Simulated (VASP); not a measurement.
# Hf8SeO15 (a cell with a defect): single point with PBE

The system is Hf8SeO15 (a cell with a defect).

```
CELL_PARAMETERS angstrom
0.00000 5.11500 5.11500
5.11500 0.00000 5.11500
5.11500 5.11500 0.00000
ATOMIC_POSITIONS crystal
Hf 0.98991 0.98991 0.98991
Hf 0.98991 0.98991 0.53027
Hf 0.98991 0.53027 0.98991
Hf 0.99079 0.50307 0.50307
Hf 0.53027 0.98991 0.98991
Hf 0.50307 0.99079 0.50307
Hf 0.50307 0.50307 0.99079
Hf 0.50307 0.50307 0.50307
Se 0.12500 0.12500 0.12500
O 0.11854 0.11854 0.63146
O 0.11854 0.63146 0.11854
O 0.11854 0.63146 0.63146
O 0.63146 0.11854 0.11854
O 0.63146 0.11854 0.63146
O 0.63146 0.63146 0.11854
O 0.62500 0.62500 0.62500
O 0.37500 0.37500 0.37500
O 0.38632 0.38632 0.86368
O 0.38632 0.86368 0.38632
O 0.38632 0.86368 0.86368
O 0.86368 0.38632 0.38632
O 0.86368 0.38632 0.86368
O 0.86368 0.86368 0.38632
O 0.87500 0.87500 0.87500
```

```yaml
Program: VASP 6.6.1
Task: single point
Functional: PBE
Potentials_or_basis: VASP PAW PBE potentials, release 64 (Hf_pv, Se, O)
Cutoff: 520 eV
k_mesh: 3 × 3 × 3
Occupations: fermi-dirac, width 0.01 eV
Spin: no spin polarisation
Dipole_correction: no
Further_INCAR_settings: LREAL = Auto; ALGO = Normal; EDIFF = 1e-06; NBANDS = 106
```

```json
{
  "Pressure": "13.5 GPa",
  "Largest force": "0.160 eV/Å",
  "Band gap on the k mesh": "2.90 eV"
}
```

Forces on the atoms (eV/Å):
```
Hf  -0.092 -0.092 -0.092
Hf   0.092  0.092 -0.092
Hf   0.092 -0.092  0.092
Hf   0.041 -0.041 -0.041
Hf  -0.092  0.092  0.092
Hf  -0.041  0.041 -0.041
Hf  -0.041 -0.041  0.041
Hf   0.041  0.041  0.041
Se   0.000  0.000  0.000
O    0.000  0.000 -0.038
O    0.000 -0.038  0.000
O    0.038  0.000  0.000
O   -0.038  0.000  0.000
O    0.000  0.038  0.000
O    0.000  0.000  0.038
O    0.000  0.000  0.000
O    0.000  0.000  0.000
O    0.000  0.000  0.056
O    0.000  0.056  0.000
O   -0.056  0.000  0.000
O    0.056  0.000  0.000
O    0.000 -0.056  0.000
O    0.000  0.000 -0.056
O    0.000  0.000  0.000
```

Levels at points of the mesh, in eV from the valence-band top:
```csv
k point,band 84,band 85,band 86,band 87,band 88,band 89,band 90,band 91,band 92,band 93
"(0.00, 0.00, 0.00)",-1.12,-1.12,0.00,0.00,0.00,2.90,2.90,2.90,3.07,3.07
```

Wall time 6.4 min on 1 thread of Intel(R) Xeon(R) Platinum 8259CL CPU @ 2.50GHz (Skylake/Cascade Lake) (shared host), peak memory 0.42 GiB.

Caveat: spin-orbit coupling is left out, which moves the levels of the heavy elements.
